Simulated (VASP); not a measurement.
## HgTe: single point with PBE

Crystal: HgTe.

```
CELL_PARAMETERS angstrom
0.00000 3.22350 3.32021
3.22350 0.00000 3.32021
3.22350 3.22350 0.00000
ATOMIC_POSITIONS crystal
Hg 0.00000 0.00000 0.00000
Te 0.25000 0.25000 0.25000
```

This cell differs from its parent crystal: z stretched by +3 %, then relaxed in part.

| Item | Value |
| --- | --- |
| Program | VASP 6.6.1 |
| Task | single point |
| Functional | PBE |
| Potentials or basis | VASP PAW PBE potentials, release 64 (Hg, Te) |
| Cutoff | 520 eV |
| k mesh | 13 × 13 × 13 |
| Occupations | fermi-dirac, width 0.05 eV |
| Spin | no spin polarisation |

| Property | Result |
| --- | --- |
| Pressure | 2.6 GPa |
| Band gap on the k mesh | zero (filled and empty bands touch) |

Stress tensor (GPa, compression positive):
```
2.76 0.00 0.00
0.00 2.76 0.00
0.00 0.00 2.34
```

Levels at points of the mesh, in eV from the Fermi level:
```
           k point  band 7  band 8  band 9  band 10  band 11  band 12
(0.00, 0.00, 0.00)   -0.90   -0.19   -0.09    -0.09     4.15     4.15
```

It took 2.2 min on 1 thread of Intel(R) Xeon(R) Platinum 8124M CPU @ 3.00GHz (Skylake/Cascade Lake), with other jobs on the host, peak memory 0.37 GiB.

Caveat: the cell differs from its parent crystal (z stretched by +3 %, then relaxed in part); semilocal functionals underestimate gaps, so a narrow gap can read as zero; spin-orbit coupling is left out, which moves the levels of the heavy elements.
